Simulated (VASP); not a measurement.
Wanted: the native input for a VASP 6.6.1 run.

| Item | Value |
| --- | --- |
| Task | single point |
| Functional | PBEsol |
| Potentials or basis | VASP PAW PBE potentials, release 64 (Fe) |
| Cutoff | 520 eV |
| k mesh | 16 × 16 × 10 |
| Occupations | gaussian, width 0.05 eV |
| Spin | collinear spin, antiferromagnetic start |
| Starting moments | [2.5, -2.5] μB |
| Dipole correction | no |
| Further INCAR settings | ALGO = Normal; EDIFF = 1e-06; NBANDS = 19 |

The structure of Fe lies in POSCAR:

```
Fe
1.0
    1.3949057342     -1.3949057342      1.3949057342
   -1.3949057342      1.3949057342      1.3949057342
   -2.7898114684     -2.7898114684      0.0000000000
Fe
2
Direct
    0.0000000000      0.0000000000      0.0000000000
    0.5000000000      0.5000000000      0.5000000000
```

One way to write it, as run:

INCAR

```
SYSTEM = Fe
PREC     = Accurate       ! precision mode
ENCUT    = 520            ! plane-wave cutoff, eV
EDIFF    = 1E-6           ! SCF threshold, eV
ISMEAR   = 0              ! smearing method
SIGMA    = 0.05           ! smearing width, eV
LREAL    = .False.        ! projectors in reciprocal space
LASPH    = .True.         ! aspherical terms in the spheres
NELM     = 150            ! most SCF steps
ALGO     = Normal         ! electronic algorithm
ISIF     = 2              ! what is computed and relaxed
LWAVE    = .False.        ! write WAVECAR
LCHARG   = .False.        ! write CHGCAR
ISPIN    = 2              ! spin polarisation
MAGMOM   = 2.5 -2.5       ! initial moments
LORBIT   = 11             ! projections on sites
LMAXMIX  = 4              ! l up to which the mixer works
GGA      = PS             ! functional
NBANDS   = 19             ! bands
```

KPOINTS

```
regular mesh
0
Gamma
  16 16 10
  0 0 0
```

Potentials or basis: VASP PAW PBE potentials, release 64 (Fe).

Command:

```sh
$ cat potpaw_PBE.64/Fe/POTCAR > POTCAR
$ mpirun -np 1 vasp_std > vasp.out
```

Results of the run:

- Pressure: -4.7 GPa
- Band gap on the k mesh: zero (filled and empty bands overlap)
- Net moment: 0.00 μB per cell
- Site moments: Fe +1.80, -1.80 μB
- Valence electrons inside the program's atomic spheres: Fe 7.37

Caveat: the stress differs along the axes, from -9 to 4 GPa; the antiferromagnetic order is the one typed at the start, and another may lie lower; the PAW data sets were made with another functional, which shifts forces and pressure a little.

Wall time 6.1 min on 1 thread of Oxide Virtual Turin-like Processor (shared host), peak memory 0.31 GiB.
